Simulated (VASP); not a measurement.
# NaCl (P1) in VASP: notebook

The runs below take NaCl through single point, with PBEsol.

All numbers are computed with VASP 6.6.1; they aren't measurements. Logs are shortened: lines on timing, memory, paths and dates and some standing lists are left out, and cuts for length are marked.

## (1) The cell of the first run

The typed cell holds 16 atoms: a = 8.115 Å, b = 8.115 Å, c = 8.115 Å, α = 60.00°, β = 60.00°, γ = 60.00°.

## (2) Single point, PBEsol

INCAR reads:

```
SYSTEM = NaCl
ALGO = Normal
EDIFF = 1E-6
ENCUT = 520
GGA = PS
ISIF = 2
ISMEAR = -1
LASPH = .True.
LCHARG = .False.
LREAL = Auto
LWAVE = .False.
NBANDS = 70
NELM = 60
PREC = Accurate
SIGMA = 0.1034
```

KPOINTS reads:

```
Automatic mesh
0
Gamma
  2 2 2
  0.5 0.5 0.5
```

POSCAR reads:

```
NaCl
1.0
    0.0000000000      5.7380282835     -5.7380282835
   -5.7380282835      0.0000000000     -5.7380282835
   -5.7380282835      5.7380282835      0.0000000000
Na Cl
8 8
Direct
    0.4637823950      0.5070578875      0.0095021316
    0.0590974780      0.4859873222     -0.0210757065
    0.5770532727     -0.0193709397     -0.0178660674
    0.0103194856     -0.0005745005      0.0133534546
    0.5142192325      0.4884145497      0.5407487288
    0.0153578887      0.5292220341      0.4506450426
    0.4944173085      0.0084880202      0.5019873304
   -0.0445387313      0.0015446944      0.5255973570
    0.6823594807      0.7710375030      0.2608045702
    0.2437178646      0.7718123336      0.2809787475
    0.7600471424      0.2123555235      0.2347982501
    0.2491048195      0.2325214227      0.2511265942
    0.7932960200      0.7000706169      0.7334779112
    0.2372633826      0.7710852546      0.7696098349
    0.7511544536      0.2980911588      0.7310349989
    0.2248799476      0.2425271245      0.7362935997
```

Potentials or basis: VASP PAW PBE potentials, release 64 (Na_pv, Cl).

Command:

```sh
> cat potpaw_PBE.64/Na_pv/POTCAR potpaw_PBE.64/Cl/POTCAR > POTCAR
> mpirun -np 1 vasp_std > vasp.out
```

OUTCAR:

```text
SYSTEM = NaCl
   EDIFF = 1E-6
   ENCUT = 520
   GGA = PS
   ISIF = 2
   ISMEAR = -1
   LASPH = .True.
   LREAL = Auto
   NELM = 60
   PREC = Accurate

 ion  position               nearest neighbor table
   1  0.464  0.507  0.010-  14 2.69
   2  0.059  0.486  0.979-  12 2.68  14 2.70
   3  0.577  0.981  0.982-   9 2.32
   4  0.010  0.999  0.013-  11 2.51  16 2.66  14 2.71
   5  0.514  0.488  0.541-  15 2.47   9 2.66
   6  0.015  0.529  0.451-  13 2.64
   7  0.494  0.008  0.502-  16 2.70  11 2.72
   8  0.955  0.002  0.526-  13 2.73
   9  0.682  0.771  0.261-   3 2.32   5 2.66
  10  0.244  0.772  0.281-
  11  0.760  0.212  0.235-   4 2.51   7 2.72
  12  0.249  0.233  0.251-   2 2.68
  13  0.793  0.700  0.733-   6 2.64   8 2.73
  14  0.237  0.771  0.770-   1 2.69   2 2.70   4 2.71
  15  0.751  0.298  0.731-   5 2.47
  16  0.225  0.243  0.736-   4 2.66   7 2.70

  LATTYP: Found a face centered cubic cell.
 ALAT       =    11.4760565670

  Lattice vectors:

 A1 = (   0.0000000000,   5.7380282835,  -5.7380282835)
 A2 = (  -5.7380282835,   0.0000000000,  -5.7380282835)
 A3 = (  -5.7380282835,   5.7380282835,   0.0000000000)

Analysis of symmetry for initial positions (statically):
=====================================================================
 Subroutine PRICEL returns:
 Original cell was already a primitive cell.

 Routine SETGRP: Setting up the symmetry group for a
 face centered cubic supercell.

 Subroutine GETGRP returns: Found  1 space group operations
 (whereof  1 operations were pure point group operations)
 out of a pool of 48 trial point group operations.

The static configuration has the point symmetry C_1 .

Analysis of symmetry for dynamics (positions and initial velocities):
=====================================================================
 Subroutine PRICEL returns:
 Original cell was already a primitive cell.

 Routine SETGRP: Setting up the symmetry group for a
 face centered cubic supercell.

 Subroutine GETGRP returns: Found  1 space group operations
 (whereof  1 operations were pure point group operations)
 out of a pool of 48 trial point group operations.

The dynamic configuration has the point symmetry C_1 .

 Subroutine INISYM returns: Found  1 space group operations
 (whereof  1 operations are pure point group operations),
 and found     1 'primitive' translations

----------------------------------------------------------------------------------------

                                     Primitive cell

  volume of cell :     377.8488

  direct lattice vectors                    reciprocal lattice vectors
     0.000000000  5.738028284 -5.738028284     0.087137946  0.087137946 -0.087137946
    -5.738028284  0.000000000 -5.738028284    -0.087137946 -0.087137946 -0.087137946
    -5.738028284  5.738028284  0.000000000    -0.087137946  0.087137946  0.087137946

  length of vectors
     8.114797420  8.114797420  8.114797420     0.150927350  0.150927350  0.150927350

  position of ions in fractional coordinates (direct lattice)
     0.463782395  0.507057887  0.009502132
     0.059097478  0.485987322  0.978924294
     0.577053273  0.980629060  0.982133933
     0.010319486  0.999425499  0.013353455
     0.514219232  0.488414550  0.540748729
     0.015357889  0.529222034  0.450645043
[... 8 lines left out ...]
     0.751154454  0.298091159  0.731034999
     0.224879948  0.242527125  0.736293600

  ion indices of the primitive-cell ions
   primitive index   ion index
                 1           1
                 2           2
                 3           3
                 4           4
                 5           5
                 6           6
[... 8 lines left out ...]
                15          15
                16          16

----------------------------------------------------------------------------------------

 KPOINTS: Automatic mesh

Automatic generation of k-mesh.
 Grid dimensions read from file:
 generate k-points for:    2    2    2

 Generating k-lattice:

  Cartesian coordinates                     Fractional coordinates (reciprocal lattice)
     0.043568973  0.043568973 -0.043568973     0.500000000  0.000000000  0.000000000
    -0.043568973 -0.043568973 -0.043568973     0.000000000  0.500000000  0.000000000
    -0.043568973  0.043568973  0.043568973     0.000000000  0.000000000  0.500000000

  Length of vectors
     0.075463675  0.075463675  0.075463675

  Shift w.r.t. Gamma in fractional coordinates (k-lattice)
     0.500000000  0.500000000  0.500000000

 Subroutine IBZKPT returns following result:
 ===========================================

 Found     16 irreducible k-points:

 Following reciprocal coordinates:
            Coordinates               Weight
  0.250000  0.250000  0.250000      2.000000
  0.250000  0.000000  0.000000      2.000000
  0.000000  0.000000 -0.250000      2.000000
  0.000000  0.250000  0.000000      2.000000
 -0.250000  0.250000  0.250000      2.000000
  0.250000 -0.250000  0.250000      2.000000
[... 8 lines left out ...]
  0.000000  0.250000  0.500000      2.000000
  0.500000  0.250000  0.000000      2.000000
   k-points           NKPTS =     16   k-points in BZ     NKDIM =     16   number of bands    NBANDS=     70
   number of dos      NEDOS =    301   number of ions     NIONS =     16
   total plane-waves  NPLWV = 216000
   dimension x,y,z NGX =    60 NGY =   60 NGZ =   60
   dimension x,y,z NGXF=   120 NGYF=  120 NGZF=  120
   ions per type =               8   8
   NGX,Y,Z   is equivalent  to a cutoff of  12.29, 12.29, 12.29 a.u.
   NGXF,Y,Z  is equivalent  to a cutoff of  24.58, 24.58, 24.58 a.u.
 SYSTEM =  NaCl
   PREC   = accura    normal or accurate (medium, high low for compatibility)
   ISTART =      0    job   : 0-new  1-cont  2-samecut
   ICHARG =      2    charge: 1-file 2-atom 10-const
   ISPIN  =      1    spin polarized calculation?
   LNONCOLLINEAR =      F non collinear calculations
   LSORBIT =      F    spin-orbit coupling
   LASPH  =      T    aspherical Exc in radial PAW
   ENCUT  =  520.0 eV  38.22 Ry    6.18 a.u.  15.09 15.09 15.09*2*pi/ulx,y,z
   NELM   =     60;   NELMIN=  2; NELMDL= -5     # of ELM steps
   EDIFF  = 0.1E-05   stopping-criterion for ELM
   LREAL  =      T    real-space projection
   EDIFFG = 0.1E-04   stopping-criterion for IOM
   NSW    =      0    number of steps for IOM
   IBRION =     -1    ionic relax: 0-MD 1-quasi-New 2-CG
   NFREE  =      0    steps in history (QN), initial steepest desc. (CG)
   ISIF   =      2    stress and relaxation
   ISYM   =      2    0-nonsym 1-usesym 2-fastsym
   POTIM  = 0.5000    time-step for ionic-motion
   TEBEG  =    0.0;   TEEND  =   0.0 temperature during run
   PSTRESS=    0.0 pullay stress
   NELECT =     112.0000    total number of electrons
   NUPDOWN=      -1.0000    fix difference up-down
   EMIN   =  10.00;   EMAX   =-10.00  energy-range for DOS
   EFERMI =   0.00;   METHOD = LEGACY
   ISMEAR =    -1;   SIGMA  =   0.10  broadening in eV -4-tet -1-fermi 0-gaus
   EFERMI_NEDOS =   21; number of points for ismear=-14 and -15
   IALGO  =     38    algorithm
   IMIX   =      4    mixing-type and parameters
     AMIX     =   0.40;   BMIX     =  1.00
     AMIX_MAG =   1.60;   BMIX_MAG =  1.00
  volume/ion in A,a.u.               =      23.62       159.37
  Fermi-wavevector in a.u.,A,eV,Ry     =   1.091545  2.062720 16.210928  1.191470
  Thomas-Fermi vector in A             =   2.227792
   LORBIT       =      0    0 simple, 1 ext, 2 COOP (PROOUT), +10 PAW based schemes
   GGA     = PS    functional components
   LHFCALC =     F    Hartree Fock is set to
   AEXX    =    0.0000 exact exchange contribution
   IVDW    =     0    specifies the selected vdW correction
   LEPSILON=     F    determine dielectric tensor
   LRPA    =     F    only Hartree local field effects (RPA)
 non-spin polarized calculation
  energy-cutoff  :      520.00
  volume of cell :      377.85
 maximum number of plane-waves:     10186
   NGX = 31   NGY = 31   NGZ = 31

 number of electron     111.9999993 magnetization

 Free energy of the ion-electron system (eV)
  ---------------------------------------------------
  ext. energy  EPLUGINS =         0.00000000
  ---------------------------------------------------
  free energy    TOTEN  =       -54.23654615 eV

  energy without entropy =      -54.23654615  energy(sigma->0) =      -54.23654615

 E-fermi :   1.7127     XC(G=0):  -8.0772

 val. band max:       -0.7935294038   @ k =   0.0000   0.2500   0.0000
 cond. band min:       3.9700968409   @ k =   0.0000   0.0000  -0.2500
 fundamental gap:      4.7636262447
 Fermi energy:         1.7127171120

 k-point     1 :       0.2500    0.2500    0.2500
  band No.  band energies     occupation
      1     -22.1365      2.00000
      2     -22.1034      2.00000
      3     -22.0997      2.00000
      4     -22.0862      2.00000
      5     -22.0792      2.00000
      6     -22.0685      2.00000
[... 60 lines left out ...]
     67       7.4084      0.00000
     68       8.0092      0.00000

 k-point     2 :       0.2500    0.0000    0.0000
  band No.  band energies     occupation
      1     -22.1364      2.00000
      2     -22.1027      2.00000
      3     -22.1001      2.00000
      4     -22.0863      2.00000
      5     -22.0793      2.00000
      6     -22.0687      2.00000
[... 60 lines left out ...]
     67       7.3424      0.00000
     68       8.1586      0.00000

 k-point     3 :       0.0000    0.0000   -0.2500
  band No.  band energies     occupation
      1     -22.1363      2.00000
      2     -22.1034      2.00000
      3     -22.0996      2.00000
      4     -22.0863      2.00000
      5     -22.0794      2.00000
      6     -22.0685      2.00000
[... 912 lines left out ...]
     67       7.7863      0.00000
     68       7.9639      0.00000

 k-point    16 :       0.5000    0.2500    0.0000
  band No.  band energies     occupation
      1     -22.1362      2.00000
      2     -22.1026      2.00000
      3     -22.0999      2.00000
      4     -22.0862      2.00000
      5     -22.0791      2.00000
      6     -22.0686      2.00000
[... 60 lines left out ...]
     67       7.7142      0.00000
     68       7.9313      0.00000
 [bands above 68 left out]

------------------------ aborting loop because EDIFF is reached ----------------------------------------

  FORCE on cell =-STRESS in cart. coord.  units (eV):
  Direction    XX          YY          ZZ          XY          YZ          ZX
  --------------------------------------------------------------------------------------
  -------------------------------------------------------------------------------------
  Total       -0.8183246      1.5254302     -1.2920584     -0.2527580      0.8006807     -0.6178909
  in kB       -3.4699095      6.4682213     -5.4786640     -1.0717598      3.3950949     -2.6200185
  external PRESSURE =      -0.8267841 kB  Pullay stress =       0.0000000 kB

 VOLUME and BASIS-vectors are now :
 -----------------------------------------------------------------------------
  energy-cutoff  :      520.00
  volume of cell :      377.85
      direct lattice vectors                 reciprocal lattice vectors
     0.000000000  5.738028284 -5.738028284     0.087137946  0.087137946 -0.087137946
    -5.738028284  0.000000000 -5.738028284    -0.087137946 -0.087137946 -0.087137946
    -5.738028284  5.738028284  0.000000000    -0.087137946  0.087137946  0.087137946

 POSITION                                       TOTAL-FORCE (eV/Angst)
 -----------------------------------------------------------------------------------
     -2.96404      2.71572     -5.57071        -0.024669      0.495671     -0.290899
     -8.40570      5.95620     -3.12771         0.099525     -0.380831      0.488181
    -11.26239      8.94666     -8.93803         0.042957     -1.441631      0.061818
     -5.81135      0.13584     -5.79395         0.211239      0.024450     -0.053673
     -5.90537      6.05344     -5.75314         0.093799     -1.008186      0.163422
     -5.62251      2.67394     -3.12481         0.029743      0.175875      0.172269
[... 8 lines left out ...]
     -5.90516      8.50484     -6.02060         0.361219      0.509726      0.544837
     -5.61650      5.51524     -2.68199        -0.099273      0.401709     -0.619737
 -----------------------------------------------------------------------------------
    total drift:                               -0.001475      0.000836      0.000012

  FREE ENERGIE OF THE ION-ELECTRON SYSTEM (eV)
  ---------------------------------------------------
  free  energy   TOTEN  =       -54.2365461548 eV

  energy  without entropy=      -54.2365461543  energy(sigma->0) =      -54.23654615
```

Wall time 18 min (1 thread of Oxide Virtual Turin-like, shared host); peak memory 0.57 GiB.

Results:

| Item | Value |
| --- | --- |
| Free energy | -54.2365 eV |
| Pressure | -0.1 GPa |
| Largest force | 1.754 eV/Å |
| Band gap on the k mesh | 4.76 eV |

Forces in eV/Å, atoms in the order of the input:
```
Na  -0.025  0.496 -0.291
Na   0.100 -0.381  0.488
Na   0.043 -1.442  0.062
Na   0.211  0.024 -0.054
Na   0.094 -1.008  0.163
Na   0.030  0.176  0.172
Na   0.096 -0.023  0.083
Na   0.245  0.043 -0.370
Cl   0.173  1.735 -0.192
Cl   0.544 -0.183  0.167
Cl  -0.848  0.002 -0.045
Cl  -0.196 -0.204 -0.280
Cl  -0.877 -0.122 -0.071
Cl   0.149 -0.024  0.242
Cl   0.361  0.510  0.545
Cl  -0.099  0.402 -0.620
```

Stress tensor (GPa, compression positive):
```
-0.35 -0.11 -0.26
-0.11  0.65  0.34
-0.26  0.34 -0.55
```

Caveat: the atoms stand as in a frame of molecular dynamics; the PAW data sets were made with another functional, which shifts forces and pressure a little; a shifted mesh leaves out Γ, where band edges can lie. A k mesh can miss the band edges.

## (3) Single point, PBEsol

INCAR reads:

```
  PREC = Accurate
  ENCUT = 520
  EDIFF = 1E-6
  ISMEAR = -1
  SIGMA = 0.1034
  LREAL = Auto
  LASPH = True
  NELM = 80
  ALGO = Normal
  ISIF = 2
  LWAVE = False
  LCHARG = True
  GGA = PS
  LELF = True
  LVHAR = True
  NBANDS = 70
```

KPOINTS is that of step 2.

POSCAR reads:

```
NaCl
1.0
    0.0000000000      5.7380282835     -5.7380282835
   -5.7380282835      0.0000000000     -5.7380282835
   -5.7380282835      5.7380282835      0.0000000000
Na Cl
8 8
Direct
    0.4716924292      0.5040214787      0.0287343477
    0.0719877943      0.4636085548     -0.0400630650
    0.5791772602      0.0106682116     -0.0774981366
    0.0306592250     -0.0059918666      0.0166172935
    0.4769883250      0.5106413484      0.5360307318
    0.0271021669      0.5372772401      0.4239362164
    0.4881527873      0.0058175907      0.5011220506
   -0.0497750248      0.0081342401      0.5179405456
    0.6877328422      0.7468982877      0.2963599020
    0.2452191642      0.7739570599      0.2898932208
    0.7432086057      0.2069550621      0.2471254811
    0.2446253191      0.2398276781      0.2413323761
    0.8021763352      0.6912718627      0.7413585800
    0.2219915861      0.7754714303      0.7916259341
    0.7575295529      0.2972569872      0.7332734856
    0.2352690564      0.2461978976      0.7194595941
```

Potentials or basis: VASP PAW PBE potentials, release 64 (Na_pv, Cl).

Command:

```sh
> cat potpaw_PBE.64/Na_pv/POTCAR potpaw_PBE.64/Cl/POTCAR > POTCAR
> mpirun -np 1 vasp_std > vasp.out
```

Wall time 20 min (1 thread of Oxide Virtual Turin-like, shared host); peak memory 0.57 GiB.

The run converged. Its results:

| Quantity | Value |
| --- | --- |
| Free energy | -54.3026 eV |
| Pressure | -0.5 GPa |
| Largest force | 0.829 eV/Å |
| Band gap on the k mesh | 4.73 eV |

Forces on the atoms (eV/Å):
```
Na   0.211  0.221 -0.265
Na  -0.320 -0.325  0.306
Na  -0.316  0.303  0.503
Na  -0.228 -0.183  0.068
Na   0.107 -0.101  0.008
Na  -0.196  0.078  0.480
Na   0.272 -0.064  0.244
Na   0.110  0.128 -0.423
Cl   0.423 -0.002 -0.712
Cl   0.590 -0.301  0.083
Cl  -0.510  0.069 -0.269
Cl  -0.088 -0.063 -0.243
Cl  -0.791 -0.203 -0.141
Cl   0.503  0.064  0.250
Cl   0.357 -0.113  0.643
Cl  -0.124  0.495 -0.531
```

Stress tensor (GPa, compression positive):
```
-0.06  0.15 -0.25
 0.15 -1.15  0.15
-0.25  0.15 -0.16
```

Levels at points of the mesh, in eV from the valence-band top:
```csv
k point,band 54,band 55,band 56,band 57,band 58,band 59
"(0.25, 0.25, 0.25)",-0.22,-0.10,-0.01,4.75,6.27,6.74
```

Caveat: the atoms stand as in a frame of molecular dynamics; the PAW data sets were made with another functional, which shifts forces and pressure a little; a shifted mesh leaves out Γ, where band edges can lie. A k mesh can miss the band edges.
